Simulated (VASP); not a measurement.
# Ca (P6_3/mmc) in VASP: a series of runs, part 3 of 3

VASP 6.6.1. The steps go on from the part before.

## (5) Single point, PBEsol (40.79 Å³/atom)

This run uses another cell than the first one, of 40.79 Å³/atom.

The input, INCAR:

```
ALGO     = Normal         # electronic algorithm
EDIFF    = 1E-6           # SCF threshold, eV
ENCUT    = 520            # plane-wave cutoff, eV
GGA      = PS             # functional
ISIF     = 2              # what is computed and relaxed
ISMEAR   = -1             # smearing method
LASPH    = True           # aspherical terms in the spheres
LCHARG   = True           # write CHGCAR
LELF     = True           # ELF
LREAL    = False          # projectors in reciprocal space
LVHAR    = True         
LWAVE    = False          # write WAVECAR
NBANDS   = 17             # bands
NELM     = 80             # most SCF steps
PREC     = Accurate       # precision mode
SIGMA    = 0.08           # smearing width, eV
```

The input, KPOINTS:

```
k-points
0
Gamma
  11 11 6
```

The input, POSCAR:

```
Ca
1.0
    3.8520738725      0.0000000000      0.0000000000
   -1.9260369363      3.3359938309      0.0000000000
    0.0000000000      0.0000000000      6.3490241468
Ca
2
Direct
    0.3333333333      0.6666666667      0.2500000000
    0.6666666667      0.3333333333      0.7500000000
```

Potentials or basis: VASP PAW PBE potentials, release 64 (Ca_sv).

Started as:

```sh
$ cat potpaw_PBE.64/Ca_sv/POTCAR > POTCAR
$ mpirun -np 1 vasp_std > vasp.out
```

OUTCAR:

```text
EDIFF = 1E-6
   ENCUT = 520
   GGA = PS
   ISIF = 2
   ISMEAR = -1
   LASPH = True
   LREAL = False
   NELM = 80
   PREC = Accurate

 ion  position               nearest neighbor table
   1  0.333  0.667  0.250-
   2  0.667  0.333  0.750-

  LATTYP: Found a hexagonal cell.
 ALAT       =     3.8520738725
 C/A-ratio  =     1.6482093431

  Lattice vectors:

 A1 = (   3.8520738725,   0.0000000000,   0.0000000000)
[... 664 lines left out ...]
     17       5.1841      0.00000

 [... further k-points ...]

------------------------ aborting loop because EDIFF is reached ----------------------------------------

  FORCE on cell =-STRESS in cart. coord.  units (eV):
  Direction    XX          YY          ZZ          XY          YZ          ZX
  --------------------------------------------------------------------------------------
  -------------------------------------------------------------------------------------
  Total        0.0091830      0.0091830      0.0005637     -0.0000000      0.0000000      0.0000000
  in kB        0.1803298      0.1803298      0.0110690     -0.0000000      0.0000000      0.0000000
  external PRESSURE =       0.1239095 kB  Pullay stress =       0.0000000 kB

 VOLUME and BASIS-vectors are now :
 -----------------------------------------------------------------------------
  energy-cutoff  :      520.00
  volume of cell :       81.59
      direct lattice vectors                 reciprocal lattice vectors
     3.852073873  0.000000000  0.000000000     0.259600421  0.149880373  0.000000000
    -1.926036936  3.335993831  0.000000000     0.000000000  0.299760746  0.000000000
     0.000000000  0.000000000  6.349024147     0.000000000  0.000000000  0.157504520

 POSITION                                       TOTAL-FORCE (eV/Angst)
 -----------------------------------------------------------------------------------
     -0.00000      2.22400      1.58726         0.000000     -0.000000      0.000000
      1.92604      1.11200      4.76177        -0.000000      0.000000      0.000000
 -----------------------------------------------------------------------------------
    total drift:                               -0.000000      0.000000     -0.000000

  FREE ENERGIE OF THE ION-ELECTRON SYSTEM (eV)
  ---------------------------------------------------
  free  energy   TOTEN  =        -4.2869233355 eV

  energy  without entropy=       -4.2370003427  energy(sigma->0) =       -4.26196184
```

OSZICAR:

```text
N       E                     dE             d eps       ncg     rms          rms(c)
DAV:   1     0.171851599200E+03    0.17185E+03   -0.10169E+04  2184   0.107E+03
DAV:   2     0.502460448272E+01   -0.16683E+03   -0.16464E+03  2452   0.316E+02
DAV:   3    -0.398272081226E+01   -0.90073E+01   -0.89282E+01  4192   0.540E+01
DAV:   4    -0.429293637972E+01   -0.31022E+00   -0.30970E+00  2687   0.105E+01
DAV:   5    -0.430844705782E+01   -0.15511E-01   -0.15503E-01  3687   0.149E+00    0.315E+00
DAV:   6    -0.429370672173E+01    0.14740E-01   -0.18416E-02  2748   0.136E+00    0.189E+00
DAV:   7    -0.428718656678E+01    0.65202E-02   -0.28916E-02  2631   0.185E+00    0.108E-01
DAV:   8    -0.428688788978E+01    0.29868E-03   -0.24242E-03  3280   0.353E-01    0.339E-02
DAV:   9    -0.428692314519E+01   -0.35255E-04   -0.20458E-04  3286   0.795E-02    0.105E-02
DAV:  10    -0.428692517069E+01   -0.20255E-05   -0.14467E-05  2824   0.343E-02    0.949E-03
DAV:  11    -0.428692324036E+01    0.19303E-05   -0.12400E-06  2356   0.125E-02    0.235E-03
DAV:  12    -0.428692333550E+01   -0.95136E-07   -0.97297E-08  1928   0.321E-03
   1 F= -.42869233E+01 E0= -.42619618E+01  d E =-.499230E-01
```

stdout:

```text
POSCAR found type information on POSCAR Ca
 POSCAR found :  1 types and       2 ions
 scaLAPACK will be used
 -----------------------------------------------------------------------------
|                                                                             |
|                                                                             |
|     You enforced a specific xc type in the INCAR file but a different       |
|     I HOPE YOU KNOW WHAT YOU ARE DOING!                                     |
|                                                                             |
 -----------------------------------------------------------------------------

 LDA part: xc-table for (Slater+PW92), standard interpolation
 POSCAR, INCAR and KPOINTS ok, starting setup
 FFT: planning ... GRIDC
 FFT: planning ... GRID_SOFT
 FFT: planning ... GRID
 WAVECAR not read
 entering main loop
```

Run time: 44 s. Hardware: 1 thread of AMD EPYC 9R45 (Zen 5), shared host; peak memory 0.2 GiB.

Results:

- Free energy: -4.2869 eV
- Pressure: 0.0 GPa
- Band gap on the k mesh: zero (bands 10 and 11 overlap by 0.39 eV)

Caveat: the PAW data sets were made with another functional, which shifts forces and pressure a little.

## (6) Relaxation of shape and atoms at fixed volume, PBEsol

This run uses another cell than the first one, of 17.54 Å³/atom.

The input, INCAR:

```
SYSTEM = Ca
PREC = Accurate ; ENCUT = 600
EDIFF = 1E-6 ; ISMEAR = -1
SIGMA = 0.08 ; LREAL = .False.
LASPH = .True. ; NELM = 100
ALGO = Normal ; ISIF = 4
LWAVE = .False. ; LCHARG = .False.
GGA = PS ; IBRION = 2
NSW = 50 ; EDIFFG = -0.005
```

The input, KPOINTS:

```
Automatic mesh
0
Gamma
  11 11 6
  0 0 0
```

The input, POSCAR:

```
Ca
1.0
    2.9074846173      0.0000000000      0.0000000000
   -1.4537423086      2.5179555397      0.0000000000
    0.0000000000      0.0000000000      4.7921433110
Ca
2
Direct
    0.3333333333      0.6666666667      0.2500000000
    0.6666666667      0.3333333333      0.7500000000
```

Potentials or basis: VASP PAW PBE potentials, release 64 (Ca_sv).

Started as:

```sh
$ cat potpaw_PBE.64/Ca_sv/POTCAR > POTCAR
$ mpirun -np 1 vasp_std > vasp.out
```

Run time: 37 s. Hardware: 1 thread of AMD EPYC 9R45 (Zen 5), shared host; peak memory 0.15 GiB.

Results (log left out):

```
Free energy               : -0.1999 eV
Energy gained by relaxing : 1.2 meV/atom
Ionic steps               : 3
Pressure after relaxing   : 46.3 GPa
Band gap on the k mesh    : zero (bands 10 and 11 overlap by 1.09 eV)
```

Step by step:
| step | energy change (eV) | largest force (eV/Å) | pressure (GPa) | volume (Å³) |
| --- | --- | --- | --- | --- |
| 1 | 0.0000 | 0.0000 | 46.76 | 35.08 |
| 2 | -0.0011 | 0.0000 | 46.65 | 35.08 |
| 3 | -0.0025 | 0.0000 | 46.31 | 35.08 |

Final structure:
```xyz
2
Lattice="2.9334 0.0000 0.0000 -1.4667 2.5404 0.0000 0.0000 0.0000 4.7080" Properties=species:S:1:pos:R:3 pbc="T T T"
Ca    0.0000    1.6936    1.1770
Ca    1.4667    0.8468    3.5310
```

Levels at points of the mesh, in eV from the Fermi level:
| k point | band 8 | band 9 | band 10 | band 11 | band 12 | band 13 |
| --- | --- | --- | --- | --- | --- | --- |
| (0.00, 0.00, 0.00) | -20.46 | -4.43 | -1.52 | 3.12 | 3.21 | 3.21 |
| (0.00, 0.00, 0.50) | -20.64 | -2.38 | -2.38 | 2.13 | 2.13 | 3.15 |

Caveat: the PAW data sets were made with another functional, which shifts forces and pressure a little.

## (7) Summary

| task | cell | cutoff (eV) | gap on the mesh (eV) | pressure (GPa) |
| --- | --- | --- | --- | --- |
| single point | a = 3.685, b = 3.685, c = 6.104 Å, angles 90.0, 90.0, 120.0°, 2 atoms | 520 | none | 2.8 |
| single point | a = 3.852, b = 3.852, c = 6.349 Å, angles 90.0, 90.0, 120.0°, 2 atoms | 520 | none | 0.0 |
| relaxation of shape and atoms at fixed volume | relaxed from a = 2.907, b = 2.907, c = 4.792 Å, angles 90.0, 90.0, 120.0°, 2 atoms | 600 | none | 46.3 |

Alike in all rows: level PBEsol; potentials or basis VASP PAW PBE potentials, release 64 (Ca_sv); no spin polarisation; k mesh 11 × 11 × 6; smearing fermi-dirac 0.08 eV.

Caveats: the PAW data sets were made with another functional, which shifts forces and pressure a little.

Total energies depend on the potentials used, so only differences within one code and one set of settings carry meaning.
